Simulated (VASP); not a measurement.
# In11Si2Bi11 in VASP: further runs, part 3 of 3

VASP 6.6.1. The steps go on from the part before.

## (4) Single point, PBE

Contents of INCAR:

```
SYSTEM = In11Si2Bi11
PREC = Accurate
ENCUT = 520
EDIFF = 1E-6
ISMEAR = -1
SIGMA = 0.05
LREAL = Auto
LASPH = .True.
NELM = 80
ALGO = Normal
ISIF = 2
LWAVE = .False.
LCHARG = .False.
GGA = PE
ISYM = 0
NBANDS = 176
```

Contents of KPOINTS:

```
Automatic mesh
0
Gamma
  1 1 1
  0.25 0.25 0.25
```

Contents of POSCAR:

```
In11Si2Bi11
1.0
    9.1617040000     -0.1627120000      0.1438240000
   -0.1627120000      8.9767840000      0.1858420000
    0.1438240000      0.1858420000      8.6471420000
Bi In Si
11 11 2
Direct
    0.5093495641      0.8128094035      0.0475018432
    0.5177846919      0.5653038184      0.3525602959
    0.0590783865      0.7591080346      0.8278263448
    0.9648679299      0.5321752259      0.4424916726
   -0.0022395586      0.2044801994      0.7554966824
    0.8417353913      0.9528500078      0.5050243997
    0.8709197163      0.0802185271      0.1417209144
    0.1563057994      0.8441963332      0.4206836594
    0.4275579678      0.2855864237      0.1968294207
    0.2703751035      0.4385878922      0.6194643872
    0.5188509293      0.9774334498      0.3759770103
    0.2303343442      0.0779155135      0.9929963471
    0.8340333610      0.5032433024      0.8348533243
    0.5615493235      0.1621398576      0.8582254501
    0.1652922896      0.1802894208      0.4113862887
    0.8058538874      0.7281003872      0.1016303697
    0.6266999599      0.6971591320      0.6336816323
    0.1792203099      0.6694528019      0.1481155705
    0.7014146944      0.2800626766      0.5320026345
    0.3735923271      0.9131015065      0.7146391082
    0.4666590253      0.5061249427      0.8880002156
    0.7598321206      0.3968649779      0.1506474305
    0.1390778744      0.4553117969      0.9531536788
    0.0367041686      0.3559590269      0.2094301125
```

Potentials or basis: VASP PAW PBE potentials, release 64 (Bi_d, In_d, Si).

The run is started by

```console
cat potpaw_PBE.64/Bi_d/POTCAR potpaw_PBE.64/In_d/POTCAR potpaw_PBE.64/Si/POTCAR > POTCAR
mpirun -np 1 vasp_std > vasp.out
```

OUTCAR:

```text
SYSTEM = In11Si2Bi11
   PREC = Accurate
   ENCUT = 520
   EDIFF = 1E-6
   ISMEAR = -1
   LREAL = Auto
   LASPH = .True.
   NELM = 80
   ISIF = 2
   GGA = PE
   ISYM = 0

 ion  position               nearest neighbor table
   1  0.509  0.813  0.048-  16 2.89  21 3.15  11 3.26  20 3.28  18 3.32   2 3.38  14 3.49  12 3.58
                            17 3.90
   2  0.518  0.565  0.353-  17 2.94   9 3.00  22 3.24  10 3.32   1 3.38  19 3.46  16 3.59  11 3.71
                            18 3.75
   3  0.059  0.759  0.828-  23 3.02  13 3.03  18 3.10  20 3.26  16 3.26  12 3.59   8 3.65   6 3.87
[... 5 lines left out ...]
   6  0.842  0.953  0.505-  17 3.12   8 3.15  11 3.21  19 3.26   7 3.30   5 3.50  15 3.59   3 3.87

   7  0.871  0.080  0.142-  24 2.95  22 3.06  16 3.23   6 3.30  12 3.50   5 3.62  15 3.73  11 3.82
                            14 3.88
   8  0.156  0.844  0.421-  18 2.89  15 3.01   6 3.15   4 3.25  20 3.34  11 3.50   3 3.65
   9  0.428  0.286  0.197-   2 3.00  15 3.09  12 3.18  22 3.18  21 3.26  11 3.26  14 3.38  19 3.89

  10  0.270  0.439  0.619-  21 3.05  23 3.10  15 3.14   2 3.32   4 3.35   5 3.36  17 3.95
  11  0.519  0.977  0.376-  20 3.20   6 3.21   1 3.26   9 3.26  17 3.48  19 3.48   8 3.50   2 3.71
                            15 3.78   7 3.82
  12  0.230  0.078  0.993-  20 3.15   9 3.18   5 3.21  14 3.27   7 3.50  23 3.53   1 3.58   3 3.59
                            15 3.81  18 3.86
  13  0.834  0.503  0.835-  22 2.91   3 3.03  23 3.05  16 3.14  17 3.14   5 3.21  21 3.38   4 3.56
                            19 3.58  14 3.88
  14  0.562  0.162  0.858-  20 3.10  19 3.19  21 3.26  12 3.27   9 3.38   1 3.49  22 3.82  13 3.88
                             7 3.88
  15  0.165  0.180  0.411-  24 2.64   8 3.01   9 3.09  10 3.14   5 3.32   6 3.59   4 3.73   7 3.73
                            11 3.78  12 3.81
  16  0.806  0.728  0.102-   1 2.89  22 3.00  13 3.14   7 3.23   3 3.26  18 3.51   2 3.59   4 3.73
[... 9 lines left out ...]
  21  0.467  0.506  0.888-  17 3.04  10 3.05  23 3.05   1 3.15  14 3.26   9 3.26  13 3.38  22 3.71
                            18 3.78  20 4.02
  22  0.760  0.397  0.151-  24 2.64  13 2.91  16 3.00   7 3.06   9 3.18   2 3.24   4 3.43  19 3.44
                            21 3.71  14 3.82
  23  0.139  0.455  0.953-  24 2.50  18 2.63   3 3.02  13 3.05  21 3.05  10 3.10   5 3.15  12 3.53

  24  0.037  0.356  0.209-  23 2.50  15 2.64  22 2.64   4 2.69   7 2.95  18 3.08

IMPORTANT INFORMATION: All symmetrisations will be switched off!
NOSYMM: (Re-)initialisation of all symmetry stuff for point group C_1.

----------------------------------------------------------------------------------------

                                     Primitive cell

  volume of cell :     710.4240

  direct lattice vectors                    reciprocal lattice vectors
     9.161704000 -0.162712000  0.143824000     0.109215040  0.002018122 -0.001859897
    -0.162712000  8.976784000  0.185842000     0.002018122  0.111485348 -0.002429579
     0.143824000  0.185842000  8.647142000    -0.001859897 -0.002429579  0.115728297

  length of vectors
     9.164277425  8.980181703  8.650334523     0.109249517  0.111530079  0.115768738

  position of ions in fractional coordinates (direct lattice)
     0.509349564  0.812809403  0.047501843
     0.517784692  0.565303818  0.352560296
     0.059078386  0.759108035  0.827826345
     0.964867930  0.532175226  0.442491673
     0.997760441  0.204480199  0.755496682
     0.841735391  0.952850008  0.505024400
[... 16 lines left out ...]
     0.139077874  0.455311797  0.953153679
     0.036704169  0.355959027  0.209430113

  ion indices of the primitive-cell ions
   primitive index   ion index
                 1           1
                 2           2
                 3           3
[... 52 lines left out ...]
   number of dos      NEDOS =    301   number of ions     NIONS =     24
   total plane-waves  NPLWV = 313600
   dimension x,y,z NGX =    70 NGY =   70 NGZ =   64
   dimension x,y,z NGXF=   140 NGYF=  140 NGZF=  128
   ions per type =              11  11   2
   NGX,Y,Z   is equivalent  to a cutoff of  12.70, 12.96, 12.30 a.u.
   NGXF,Y,Z  is equivalent  to a cutoff of  25.40, 25.92, 24.60 a.u.
 SYSTEM =  In11Si2Bi11
   PREC   = accura    normal or accurate (medium, high low for compatibility)
   ISTART =      0    job   : 0-new  1-cont  2-samecut
   ICHARG =      2    charge: 1-file 2-atom 10-const
   ISPIN  =      1    spin polarized calculation?
   LNONCOLLINEAR =      F non collinear calculations
   LSORBIT =      F    spin-orbit coupling
   LASPH  =      T    aspherical Exc in radial PAW
   ENCUT  =  520.0 eV  38.22 Ry    6.18 a.u.  17.04 16.70 16.08*2*pi/ulx,y,z
   NELM   =     80;   NELMIN=  2; NELMDL= -5     # of ELM steps
   EDIFF  = 0.1E-05   stopping-criterion for ELM
   LREAL  =      T    real-space projection
   EDIFFG = 0.1E-04   stopping-criterion for IOM
   NSW    =      0    number of steps for IOM
   IBRION =     -1    ionic relax: 0-MD 1-quasi-New 2-CG
   NFREE  =      0    steps in history (QN), initial steepest desc. (CG)
   ISIF   =      2    stress and relaxation
   ISYM   =      0    0-nonsym 1-usesym 2-fastsym
   POTIM  = 0.5000    time-step for ionic-motion
   TEBEG  =    0.0;   TEEND  =   0.0 temperature during run
   PSTRESS=    0.0 pullay stress
   NELECT =     316.0000    total number of electrons
   NUPDOWN=      -1.0000    fix difference up-down
   EMIN   =  10.00;   EMAX   =-10.00  energy-range for DOS
   EFERMI =   0.00;   METHOD = LEGACY
   ISMEAR =    -1;   SIGMA  =   0.05  broadening in eV -4-tet -1-fermi 0-gaus
   EFERMI_NEDOS =   21; number of points for ismear=-14 and -15
   IALGO  =     38    algorithm
   IMIX   =      4    mixing-type and parameters
     AMIX     =   0.40;   BMIX     =  1.00
     AMIX_MAG =   1.60;   BMIX_MAG =  1.00
  volume/ion in A,a.u.               =      29.60       199.76
  Fermi-wavevector in a.u.,A,eV,Ry     =   1.249678  2.361548 21.248138  1.561694
  Thomas-Fermi vector in A             =   2.383707
   LORBIT       =      0    0 simple, 1 ext, 2 COOP (PROOUT), +10 PAW based schemes
   GGA     = PE    functional components
   LHFCALC =     F    Hartree Fock is set to
   AEXX    =    0.0000 exact exchange contribution
   IVDW    =     0    specifies the selected vdW correction
   LEPSILON=     F    determine dielectric tensor
   LRPA    =     F    only Hartree local field effects (RPA)
 non-spin polarized calculation
  energy-cutoff  :      520.00
  volume of cell :      710.42
 maximum number of plane-waves:     19114
 NGX is ok and might be reduce to    70
   NGX = 35   NGY = 33   NGZ = 33

 number of electron     316.0000007 magnetization

 Free energy of the ion-electron system (eV)
  ---------------------------------------------------
  ext. energy  EPLUGINS =         0.00000000
  ---------------------------------------------------
  free energy    TOTEN  =       -77.99307552 eV

  energy without entropy =      -77.94293844  energy(sigma->0) =      -77.96800698

 E-fermi :   6.9866     XC(G=0):  -9.8675

 val. band max:        6.8460962881   @ k =   0.2500   0.2500   0.2500
 cond. band min:       7.1279452559   @ k =   0.2500   0.2500   0.2500
 fundamental gap:      0.2818489678
 Fermi energy:         6.9866315589

 k-point     1 :       0.2500    0.2500    0.2500
  band No.  band energies     occupation
      1     -16.1268      2.00000
      2     -16.1162      2.00000
      3     -16.0981      2.00000
      4     -16.0844      2.00000
      5     -16.0493      2.00000
      6     -16.0387      2.00000
[... 162 lines left out ...]
    169       8.5823      0.00000
    170       8.6684      0.00000
 [bands above 170 left out]

------------------------ aborting loop because EDIFF is reached ----------------------------------------

  FORCE on cell =-STRESS in cart. coord.  units (eV):
  Direction    XX          YY          ZZ          XY          YZ          ZX
  --------------------------------------------------------------------------------------
  -------------------------------------------------------------------------------------
  Total       12.6006691     13.1687585      7.3525236     -1.3106317      7.2199117      1.5200079
  in kB       28.4175445     29.6987230     16.5817119     -2.9557903     16.2826401      3.4279841
  external PRESSURE =      24.8993265 kB  Pullay stress =       0.0000000 kB

 VOLUME and BASIS-vectors are now :
 -----------------------------------------------------------------------------
  energy-cutoff  :      520.00
  volume of cell :      710.42
      direct lattice vectors                 reciprocal lattice vectors
     9.161704000 -0.162712000  0.143824000     0.109215040  0.002018122 -0.001859897
    -0.162712000  8.976784000  0.185842000     0.002018122  0.111485348 -0.002429579
     0.143824000  0.185842000  8.647142000    -0.001859897 -0.002429579  0.115728297

 POSITION                                       TOTAL-FORCE (eV/Angst)
 -----------------------------------------------------------------------------------
      4.54109      7.22236      0.63507        -0.456667      0.439880      0.283462
      4.70252      5.05588      3.22817        -0.016114      0.412002      0.362766
      0.53680      6.95858      7.30790        -0.052914      0.030712      0.071110
      8.81688      4.70246      4.06396        -0.386957     -0.005561      0.199405
      9.21657      1.81363      6.71439        -0.053418     -0.023405     -0.318334
      7.62933      8.51042      4.66516         0.082572      0.372073      0.381988
[... 16 lines left out ...]
      1.33719      4.24174      8.34667        -0.107775     -0.405344     -0.435959
      0.30847      3.22832      1.88240         0.192839     -0.142355     -0.753945
 -----------------------------------------------------------------------------------
    total drift:                                0.016535      0.005960      0.036942

  FREE ENERGIE OF THE ION-ELECTRON SYSTEM (eV)
  ---------------------------------------------------
  free  energy   TOTEN  =       -77.9930755201 eV

  energy  without entropy=      -77.9429384358  energy(sigma->0) =      -77.96800698
```

Run time: 4.3 min. Hardware: 1 thread of Intel Xeon Platinum 8259CL at 2.50GHz (Skylake/Cascade Lake), shared host; peak memory 0.66 GiB.

Results:

```
Free energy   : -77.9931 eV
Pressure      : 2.5 GPa
Largest force : 0.857 eV/Å
```

Forces on the atoms (eV/Å):
```
Bi  -0.457  0.440  0.283
Bi  -0.016  0.412  0.363
Bi  -0.053  0.031  0.071
Bi  -0.387 -0.006  0.199
Bi  -0.053 -0.023 -0.318
Bi   0.083  0.372  0.382
Bi  -0.022 -0.226 -0.112
Bi   0.681  0.180  0.172
Bi   0.156 -0.655 -0.364
Bi   0.091 -0.054 -0.200
Bi  -0.188  0.362 -0.375
In  -0.250 -0.096  0.024
In  -0.168 -0.248 -0.353
In   0.319  0.079  0.038
In  -0.010 -0.038  0.317
In   0.735  0.041  0.439
In   0.301  0.025  0.190
In   0.358  0.489 -0.147
In  -0.172  0.009  0.290
In  -0.261 -0.173 -0.025
In  -0.186 -0.448  0.122
In  -0.587  0.074  0.193
Si  -0.108 -0.405 -0.436
Si   0.193 -0.142 -0.754
```

Caveat: the k points lie up to 0.73 Å⁻¹ apart; the atoms stand as in a frame of molecular dynamics; spin-orbit coupling is left out, which moves the levels of the heavy elements.

## (5) Overview

```csv
cell,pressure (GPa),largest force (eV/Å)
"as given, atomic positions A",3.1,1.42
"as given, atomic positions B",2.6,1.00
"as given, atomic positions C",2.5,0.86
```

Alike in all rows: task single point; level PBE; potentials or basis VASP PAW PBE potentials, release 64 (Bi_d, In_d, Si); no spin polarisation; k mesh 1 × 1 × 1, shifted; cutoff (eV) 520; smearing fermi-dirac 0.05 eV.

Caveats: all runs use coarse meshes; the atoms stand as in a frame of molecular dynamics; spin-orbit coupling is left out, which moves the levels of the heavy elements.

Absolute energies hang on the potentials; compare differences alone.
